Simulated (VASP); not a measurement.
Wanted: the native input for a VASP 6.6.1 run.

| Item | Value |
| --- | --- |
| Task | single point |
| Functional | PBE |
| Potentials or basis | VASP PAW PBE potentials, release 64 (Cd_sv_GW) |
| Cutoff | 630 eV |
| k mesh | 15 × 15 × 8 |
| Occupations | fermi-dirac, width 0.08 eV |
| Spin | no spin polarisation |
| Dipole correction | no |
| Further INCAR settings | ALGO = Normal; EDIFF = 1e-06; NBANDS = 27 |

The structure of Cd lies in POSCAR:

```
Cd
1.0
    2.4398348935      0.0000000000      0.0000000000
   -1.2199174468      2.1129589988      0.0000000000
    0.0000000000      0.0000000000      3.9541825768
Cd
2
Direct
    0.3333333333      0.6666666667      0.2500000000
    0.6666666667      0.3333333333      0.7500000000
```

One way to write it, as run:

INCAR

```
  PREC = Accurate
  ENCUT = 630
  EDIFF = 1E-6
  ISMEAR = -1
  SIGMA = 0.08
  LREAL = False
  LASPH = True
  NELM = 120
  ALGO = Normal
  ISIF = 2
  LWAVE = False
  LCHARG = False
  GGA = PE
  NBANDS = 27
  GGA_COMPAT = False
```

KPOINTS

```
regular mesh
0
Gamma
  15 15 8
```

Potentials or basis: VASP PAW PBE potentials, release 64 (Cd_sv_GW).

Run with:

```bash
$ cat potpaw_PBE.64/Cd_sv_GW/POTCAR > POTCAR
$ mpirun -np 1 vasp_std > vasp.out
```

Results of the run:

```
Pressure               : 327.7 GPa
Band gap on the k mesh : zero (bands 20 and 21 overlap by 2.84 eV)
```

Caveat: the cell stands under pressure.

Wall time 49 s on 1 thread of Intel(R) Xeon(R) Platinum 8488C (Sapphire Rapids), on a shared host, peak memory 0.21 GiB.
